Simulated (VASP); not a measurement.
# HfB (Fm-3m) in VASP: settings compared

The runs below take HfB through relaxation of cell and atoms, with revPBE+D3(BJ), PBE+D3(BJ), PBE.

All numbers are computed with VASP 6.6.1; they aren't measurements. Logs are shortened: lines on timing, memory, paths and dates and some standing lists are left out, and cuts for length are marked.

### 1 The cell of the first run

The structure is cubic, space group Fm-3m (No. 225). The conventional cell has a = 4.620 Å, b = 4.620 Å, c = 4.620 Å, α = 90.00°, β = 90.00°, γ = 90.00°. Hf (site symmetry m-3m) has 6 B at 2.31 Å within 3.1 Å. B (site symmetry m-3m) has 6 Hf at 2.31 Å within 3.1 Å.

### 2 Relaxation of cell and atoms, revPBE+D3(BJ)

File INCAR:

```
SYSTEM = HfB
PREC     = Accurate       ! precision mode
ENCUT    = 600            ! plane-wave cutoff, eV
EDIFF    = 1E-6           ! SCF threshold, eV
ISMEAR   = 1              ! smearing method
SIGMA    = 0.1            ! smearing width, eV
LREAL    = .False.        ! projectors in reciprocal space
LASPH    = .True.         ! aspherical terms in the spheres
NELM     = 100            ! most SCF steps
ALGO     = Normal         ! electronic algorithm
ISIF     = 3              ! what is computed and relaxed
LWAVE    = .False.        ! write WAVECAR
LCHARG   = .False.        ! write CHGCAR
GGA      = RE             ! functional
IVDW     = 12             ! dispersion correction
IBRION   = 2              ! ionic algorithm
NSW      = 80             ! ionic steps
EDIFFG   = -0.05          ! ionic threshold
```

File KPOINTS:

```
regular mesh
0
Gamma
  5 5 5
  0 0 0
```

File POSCAR:

```
HfB
1.0
    0.0000000000      2.3100000000      2.3100000000
    2.3100000000      0.0000000000      2.3100000000
    2.3100000000      2.3100000000      0.0000000000
Hf B
1 1
Direct
    0.5000000000      0.5000000000      0.5000000000
    0.0000000000      0.0000000000      0.0000000000
```

Potentials or basis: VASP PAW PBE potentials, release 64 (Hf_pv, B).

Launch:

```
$ cat potpaw_PBE.64/Hf_pv/POTCAR potpaw_PBE.64/B/POTCAR > POTCAR
$ mpirun -np 1 vasp_std > vasp.out
```

OUTCAR:

```text
SYSTEM = HfB
   PREC = Accurate
   ENCUT = 600
   EDIFF = 1E-6
   ISMEAR = 1
   LREAL = .False.
   LASPH = .True.
   NELM = 100
   ISIF = 3
   GGA = RE
   IVDW = 12
   IBRION = 2
   NSW = 80
   EDIFFG = -0.05
 IVDW          = 12

 ion  position               nearest neighbor table
   1  0.500  0.500  0.500-   2 2.31   2 2.31   2 2.31   2 2.31   2 2.31   2 2.31
   2  0.000  0.000  0.000-   1 2.31   1 2.31   1 2.31   1 2.31   1 2.31   1 2.31

  LATTYP: Found a face centered cubic cell.
 ALAT       =     4.6200000000

  Lattice vectors:

 A1 = (   0.0000000000,   2.3100000000,   2.3100000000)
 A2 = (   2.3100000000,   0.0000000000,   2.3100000000)
 A3 = (   2.3100000000,   2.3100000000,   0.0000000000)

Analysis of symmetry for initial positions (statically):
=====================================================================
 Subroutine PRICEL returns:
 Original cell was already a primitive cell.

 Routine SETGRP: Setting up the symmetry group for a
 face centered cubic supercell.

 Subroutine GETGRP returns: Found 48 space group operations
 (whereof 48 operations were pure point group operations)
 out of a pool of 48 trial point group operations.

The static configuration has the point symmetry O_h .

Analysis of symmetry for dynamics (positions and initial velocities):
=====================================================================
 Subroutine PRICEL returns:
 Original cell was already a primitive cell.

 Routine SETGRP: Setting up the symmetry group for a
 face centered cubic supercell.

 Subroutine GETGRP returns: Found 48 space group operations
 (whereof 48 operations were pure point group operations)
 out of a pool of 48 trial point group operations.

The dynamic configuration has the point symmetry O_h .

 Subroutine INISYM returns: Found 48 space group operations
 (whereof 48 operations are pure point group operations),
 and found     1 'primitive' translations

----------------------------------------------------------------------------------------

                                     Primitive cell

  volume of cell :      24.6528

  direct lattice vectors                    reciprocal lattice vectors
     0.000000000  2.310000000  2.310000000    -0.216450216  0.216450216  0.216450216
     2.310000000  0.000000000  2.310000000     0.216450216 -0.216450216  0.216450216
     2.310000000  2.310000000  0.000000000     0.216450216  0.216450216 -0.216450216

  length of vectors
     3.266833329  3.266833329  3.266833329     0.374902772  0.374902772  0.374902772

  position of ions in fractional coordinates (direct lattice)
     0.500000000  0.500000000  0.500000000
     0.000000000  0.000000000  0.000000000

  ion indices of the primitive-cell ions
   primitive index   ion index
                 1           1
                 2           2

----------------------------------------------------------------------------------------

 KPOINTS: regular mesh

Automatic generation of k-mesh.
 Grid dimensions read from file:
 generate k-points for:    5    5    5

 Generating k-lattice:

  Cartesian coordinates                     Fractional coordinates (reciprocal lattice)
    -0.043290043  0.043290043  0.043290043     0.200000000  0.000000000  0.000000000
     0.043290043 -0.043290043  0.043290043     0.000000000  0.200000000  0.000000000
     0.043290043  0.043290043 -0.043290043     0.000000000  0.000000000  0.200000000

  Length of vectors
     0.074980554  0.074980554  0.074980554

  Shift w.r.t. Gamma in fractional coordinates (k-lattice)
     0.000000000  0.000000000  0.000000000

 Subroutine IBZKPT returns following result:
 ===========================================

 Found     10 irreducible k-points:

 Following reciprocal coordinates:
            Coordinates               Weight
  0.000000  0.000000  0.000000      1.000000
  0.200000  0.000000  0.000000      8.000000
  0.400000  0.000000  0.000000      8.000000
  0.200000  0.200000  0.000000      6.000000
  0.400000  0.200000  0.000000     24.000000
 -0.400000  0.200000  0.000000     24.000000
 -0.200000  0.200000  0.000000     12.000000
  0.400000  0.400000  0.000000      6.000000
 -0.400000  0.400000  0.000000     12.000000
 -0.400000  0.400000  0.200000     24.000000
   k-points           NKPTS =     10   k-points in BZ     NKDIM =     10   number of bands    NBANDS=     10
   number of dos      NEDOS =    301   number of ions     NIONS =      2
   total plane-waves  NPLWV =  21952
   dimension x,y,z NGX =    28 NGY =   28 NGZ =   28
   dimension x,y,z NGXF=    56 NGYF=   56 NGZF=   56
   ions per type =               1   1
   NGX,Y,Z   is equivalent  to a cutoff of  14.25, 14.25, 14.25 a.u.
   NGXF,Y,Z  is equivalent  to a cutoff of  28.50, 28.50, 28.50 a.u.
 SYSTEM =  HfB
   PREC   = accura    normal or accurate (medium, high low for compatibility)
   ISTART =      0    job   : 0-new  1-cont  2-samecut
   ICHARG =      2    charge: 1-file 2-atom 10-const
   ISPIN  =      1    spin polarized calculation?
   LNONCOLLINEAR =      F non collinear calculations
   LSORBIT =      F    spin-orbit coupling
   LASPH  =      T    aspherical Exc in radial PAW
   ENCUT  =  600.0 eV  44.10 Ry    6.64 a.u.   6.52  6.52  6.52*2*pi/ulx,y,z
   NELM   =    100;   NELMIN=  2; NELMDL= -5     # of ELM steps
   EDIFF  = 0.1E-05   stopping-criterion for ELM
   LREAL  =      F    real-space projection
   EDIFFG = -.5E-01   stopping-criterion for IOM
   NSW    =     80    number of steps for IOM
   IBRION =      2    ionic relax: 0-MD 1-quasi-New 2-CG
   NFREE  =      1    steps in history (QN), initial steepest desc. (CG)
   ISIF   =      3    stress and relaxation
   ISYM   =      2    0-nonsym 1-usesym 2-fastsym
   POTIM  = 0.5000    time-step for ionic-motion
   TEBEG  =    0.0;   TEEND  =   0.0 temperature during run
   PSTRESS=    0.0 pullay stress
   NELECT =      13.0000    total number of electrons
   NUPDOWN=      -1.0000    fix difference up-down
   EMIN   =  10.00;   EMAX   =-10.00  energy-range for DOS
   EFERMI =   0.00;   METHOD = LEGACY
   ISMEAR =     1;   SIGMA  =   0.10  broadening in eV -4-tet -1-fermi 0-gaus
   EFERMI_NEDOS =   21; number of points for ismear=-14 and -15
   IALGO  =     38    algorithm
   IMIX   =      4    mixing-type and parameters
     AMIX     =   0.40;   BMIX     =  1.00
     AMIX_MAG =   1.60;   BMIX_MAG =  1.00
  volume/ion in A,a.u.               =      12.33        83.18
  Fermi-wavevector in a.u.,A,eV,Ry     =   1.322617  2.499383 23.800871  1.749315
  Thomas-Fermi vector in A             =   2.452285
   LORBIT       =      0    0 simple, 1 ext, 2 COOP (PROOUT), +10 PAW based schemes
   GGA     = RE    functional components
   LHFCALC =     F    Hartree Fock is set to
   AEXX    =    0.0000 exact exchange contribution
   IVDW    =    12    specifies the selected vdW correction
   LEPSILON=     F    determine dielectric tensor
   LRPA    =     F    only Hartree local field effects (RPA)
 conjugate gradient relaxation of ions
 non-spin polarized calculation
 Methfessel and Paxton  Order N= 1 SIGMA  =   0.10
  energy-cutoff  :      600.00
  volume of cell :       24.65
 maximum number of plane-waves:       869
 NGX is ok and might be reduce to    28
   NGX = 13   NGY = 13   NGZ = 13

--------------------------------------- Ionic step        1  -------------------------------------------

 number of electron      13.0000000 magnetization

 Free energy of the ion-electron system (eV)
  ---------------------------------------------------
  ext. energy  EPLUGINS =         0.00000000
  ---------------------------------------------------
  free energy    TOTEN  =       -16.53230849 eV

  energy without entropy =      -16.52698464  energy(sigma->0) =      -16.53053388

------------------------ aborting loop because EDIFF is reached ----------------------------------------

 Edisp (eV)   -1.47162

 E8    (eV) :    -1.0681

  FORCE on cell =-STRESS in cart. coord.  units (eV):
  Direction    XX          YY          ZZ          XY          YZ          ZX
  --------------------------------------------------------------------------------------
  -------------------------------------------------------------------------------------
  Total       3.73184     3.73184     3.73184     0.00000     0.00000    -0.00000
  in kB     242.53146   242.53146   242.53146     0.00000     0.00000    -0.00000
  external pressure =      242.53 kB  Pullay stress =        0.00 kB

 VOLUME and BASIS-vectors are now :
 -----------------------------------------------------------------------------
  energy-cutoff  :      600.00
  volume of cell :       24.65
      direct lattice vectors                 reciprocal lattice vectors
     0.000000000  2.310000000  2.310000000    -0.216450216  0.216450216  0.216450216
     2.310000000  0.000000000  2.310000000     0.216450216 -0.216450216  0.216450216
     2.310000000  2.310000000  0.000000000     0.216450216  0.216450216 -0.216450216
[... 81 lines left out ...]
 POSITION                                       TOTAL-FORCE (eV/Angst)
 -----------------------------------------------------------------------------------
      2.39724      2.39724      2.39724         0.000000      0.000000     -0.000000
      0.00000      0.00000      0.00000        -0.000000     -0.000000      0.000000
 -----------------------------------------------------------------------------------
    total drift:                                0.000000      0.000000      0.000000

  FREE ENERGIE OF THE ION-ELECTRON SYSTEM (eV)
  ---------------------------------------------------
  free  energy   TOTEN  =       -18.1975329517 eV

  energy  without entropy=      -18.1922062527  energy(sigma->0) =      -18.19575739

--------------------------------------- Ionic step        4  -------------------------------------------

 number of electron      12.9999999 magnetization

 Free energy of the ion-electron system (eV)
  ---------------------------------------------------
  ext. energy  EPLUGINS =         0.00000000
  ---------------------------------------------------
  free energy    TOTEN  =       -16.88538959 eV

  energy without entropy =      -16.88006291  energy(sigma->0) =      -16.88361403

 E-fermi :   4.7369     XC(G=0): -11.7625

 val. band max:        4.2907292029   @ k =   0.2000   0.0000   0.0000
 cond. band min:       4.7442642069   @ k =   0.4000   0.2000   0.0000
 fundamental gap:      0.4535350039
 Fermi energy:         4.7368571571

 k-point     1 :       0.0000    0.0000    0.0000
  band No.  band energies     occupation
      1     -24.3843      2.00000
      2     -24.3843      2.00000
      3     -24.3843      2.00000
      4      -4.7129      2.00000
      5       6.6234     -0.00000
      6       6.6234     -0.00000
      7       6.6234     -0.00000
      8       8.1923      0.00000
      9       8.1923      0.00000
     10       8.1923      0.00000

 k-point     2 :       0.2000    0.0000    0.0000
  band No.  band energies     occupation
      1     -24.5577      2.00000
      2     -24.4031      2.00000
      3     -24.4031      2.00000
      4      -3.7487      2.00000
      5       4.2907      2.00000
      6       5.0760     -0.00002
      7       5.0760     -0.00002
      8       7.7734      0.00000
      9       7.7734      0.00000
     10       9.0098      0.00000
[... 128 lines left out ...]
 POSITION                                       TOTAL-FORCE (eV/Angst)
 -----------------------------------------------------------------------------------
      2.39461      2.39461      2.39461        -0.000000     -0.000000     -0.000000
      0.00000      0.00000      0.00000         0.000000      0.000000      0.000000
 -----------------------------------------------------------------------------------
    total drift:                                0.000000      0.000000      0.000000

  FREE ENERGIE OF THE ION-ELECTRON SYSTEM (eV)
  ---------------------------------------------------
  free  energy   TOTEN  =       -18.1977610361 eV

  energy  without entropy=      -18.1924343621  energy(sigma->0) =      -18.19598548

 reached required accuracy - stopping structural energy minimisation
```

Wall time 13 s (1 thread of Intel Xeon 6975P-C, shared host); peak memory 0.17 GiB.

What came out:

```yaml
Free_energy: -18.1978 eV
Relaxed_volume: 13.73 Å³/atom
Relaxed_cell: a = 3.386 Å, b = 3.386 Å, c = 3.386 Å, α = 60.00°, β = 60.00°, γ = 60.00°
Space_group_after_relaxing_to_0.05_Å: Fm-3m (No. 225)
Energy_gained_by_relaxing: 96.9 meV/atom
Ionic_steps: 4
Pressure_after_relaxing: -0.1 GPa
Dispersion_energy_per_atom: -0.656 eV
```

The path:
```csv
step,energy change (eV),largest force (eV/Å),pressure (GPa),volume (Å³)
1,0.0000,0.0000,24.25,24.65
2,0.1320,0.0000,-20.56,31.93
3,-0.1936,0.0000,-0.68,27.55
4,-0.1938,0.0000,-0.09,27.46
```

Final structure:
```cif
data_structure
_symmetry_space_group_name_H-M 'P 1'
_symmetry_Int_Tables_number 1
_cell_length_a 3.3865
_cell_length_b 3.3865
_cell_length_c 3.3865
_cell_angle_alpha 60.000
_cell_angle_beta 60.000
_cell_angle_gamma 60.000
_cell_volume 27.46
loop_
_atom_site_label
_atom_site_type_symbol
_atom_site_fract_x
_atom_site_fract_y
_atom_site_fract_z
_atom_site_occupancy
Hf1 Hf 0.50000 0.50000 0.50000 1
B1 B 0.00000 0.00000 0.00000 1
```

Levels at points of the mesh, in eV from the Fermi level:
```tsv
k point	band 4	band 5	band 6	band 7	band 8	band 9
(0.00, 0.00, 0.00)	-9.45	1.89	1.89	1.89	3.46	3.46
```

Caveat: the k points lie up to 0.45 Å⁻¹ apart in the final cell; the PAW data sets were made with another functional, which shifts forces and pressure a little; spin-orbit coupling is left out, which moves the levels of the heavy elements; the volume moved by +11 % from the deposited cell, more than functionals usually miss; pairwise dispersion overbinds metals, which lowers pressure and volume.

### 3 Relaxation of cell and atoms, PBE+D3(BJ)

File INCAR:

```
ALGO = Normal
EDIFF = 1E-7
EDIFFG = -0.05
ENCUT = 600
GGA = PE
IBRION = 2
ISIF = 3
ISMEAR = 1
IVDW = 12
LASPH = True
LCHARG = False
LREAL = False
LWAVE = False
NELM = 80
NSW = 80
PREC = Accurate
SIGMA = 0.1
```

File KPOINTS:

```
k-points
0
Gamma
  5 5 5
```

POSCAR is that of step 2.

Potentials or basis: VASP PAW PBE potentials, release 64 (Hf_pv, B).

Launch:

```
$ cat potpaw_PBE.64/Hf_pv/POTCAR potpaw_PBE.64/B/POTCAR > POTCAR
$ mpirun -np 1 vasp_std > vasp.out
```

It took 16 s on 1 thread of Intel Xeon 6975P-C, shared host; peak memory 0.17 GiB.

The run converged. Its results:

| Property | Result |
| --- | --- |
| Free energy | -18.1897 eV |
| Relaxed volume | 13.83 Å³/atom |
| Relaxed cell | a = 3.395 Å, b = 3.395 Å, c = 3.395 Å, α = 60.00°, β = 60.00°, γ = 60.00° |
| Space group after relaxing (to 0.05 Å) | Fm-3m (No. 225) |
| Energy gained by relaxing | 111.2 meV/atom |
| Ionic steps | 4 |
| Pressure after relaxing | -0.1 GPa |
| Dispersion energy per atom | -0.355 eV |

The path:
```tsv
step	energy change (eV)	largest force (eV/Å)	pressure (GPa)	volume (Å³)
1	0.0000	0.0000	26.14	24.65
2	0.1541	0.0000	-21.53	32.55
3	-0.2221	0.0000	-0.80	27.77
4	-0.2224	0.0000	-0.10	27.66
```

Final structure:
```
CELL_PARAMETERS angstrom
0.00000 2.40045 2.40045
2.40045 0.00000 2.40045
2.40045 2.40045 0.00000
ATOMIC_POSITIONS crystal
Hf 0.50000 0.50000 0.50000
B 0.00000 0.00000 0.00000
```

Levels at points of the mesh, in eV from the Fermi level:
```csv
k point,band 4,band 5,band 6,band 7,band 8,band 9
"(0.00, 0.00, 0.00)",-9.39,1.87,1.87,1.87,3.43,3.43
```

Caveat: the k points lie up to 0.45 Å⁻¹ apart in the final cell; spin-orbit coupling is left out, which moves the levels of the heavy elements; the volume moved by +12 % from the deposited cell, more than functionals usually miss; pairwise dispersion overbinds metals, which lowers pressure and volume. Zero-point motion and thermal expansion aren't in these numbers.

### 4 Relaxation of cell and atoms, PBE

File INCAR:

```
SYSTEM = HfB
ALGO = Normal
EDIFF = 1E-6
EDIFFG = -0.05
ENCUT = 600
GGA = PE
IBRION = 2
ISIF = 3
ISMEAR = 1
LASPH = .TRUE.
LCHARG = .FALSE.
LREAL = .FALSE.
LWAVE = .FALSE.
NELM = 60
NSW = 80
PREC = Accurate
SIGMA = 0.1
```

File KPOINTS:

```
k-points
0
G
  5 5 5
  0 0 0
```

POSCAR is that of step 3.

Launch:

```
$ cat potpaw_PBE.64/Hf_pv/POTCAR potpaw_PBE.64/B/POTCAR > POTCAR
$ mpirun -np 1 vasp_std > vasp.out
```

Run time: 14 s. Hardware: 1 thread of Intel Xeon 6975P-C, shared host; peak memory 0.16 GiB.

The run converged. Its results:

* Free energy: -17.4886 eV
* Relaxed volume: 14.17 Å³/atom
* Relaxed cell: a = 3.422 Å, b = 3.422 Å, c = 3.422 Å, α = 60.00°, β = 60.00°, γ = 60.00°
* Space group after relaxing (to 0.05 Å): Fm-3m (No. 225)
* Energy gained by relaxing: 160.8 meV/atom
* Ionic steps: 4
* Pressure after relaxing: -0.2 GPa

The path:
```csv
step,energy change (eV),largest force (eV/Å),pressure (GPa),volume (Å³)
1,0.0000,0.0000,31.54,24.65
2,0.1887,0.0000,-23.01,34.36
3,-0.3210,0.0000,-1.04,28.49
4,-0.3215,0.0000,-0.18,28.34
```

Final structure:
```
CELL_PARAMETERS angstrom
0.00000 2.41981 2.41981
2.41981 0.00000 2.41981
2.41981 2.41981 0.00000
ATOMIC_POSITIONS crystal
Hf 0.50000 0.50000 0.50000
B 0.00000 0.00000 0.00000
```

Levels at points of the mesh, in eV from the Fermi level:
```tsv
k point	band 4	band 5	band 6	band 7	band 8	band 9
(0.00, 0.00, 0.00)	-9.30	1.84	1.84	1.84	3.37	3.37
```

Caveat: the k points lie up to 0.45 Å⁻¹ apart in the final cell; spin-orbit coupling is left out, which moves the levels of the heavy elements; the volume moved by +15 % from the deposited cell, more than functionals usually miss. PBE usually gives volumes a little too large and moduli too small.

### 5 The runs side by side

| level | gap on the mesh (eV) | pressure (GPa) | relaxed volume (Å³/atom) |
| --- | --- | --- | --- |
| revPBE+D3(BJ) | none | -0.1 | 13.73 |
| PBE+D3(BJ) | none | -0.1 | 13.83 |
| PBE | none | -0.2 | 14.17 |

Alike in all rows: task relaxation of cell and atoms; potentials or basis VASP PAW PBE potentials, release 64 (Hf_pv, B); no spin polarisation; cell relaxed; k mesh 5 × 5 × 5; cutoff (eV) 600; smearing methfessel-paxton 0.1 eV.

Caveats: all runs use coarse meshes; spin-orbit coupling is left out, which moves the levels of the heavy elements; pairwise dispersion overbinds metals, which lowers pressure and volume (some runs); the PAW data sets were made with another functional, which shifts forces and pressure a little (some runs); the volume moved by +11 % from the deposited cell, more than functionals usually miss (some runs); the volume moved by +12 % from the deposited cell, more than functionals usually miss (some runs); the volume moved by +15 % from the deposited cell, more than functionals usually miss (some runs).

Total energies depend on the potentials used, so only differences within one code and one set of settings carry meaning.
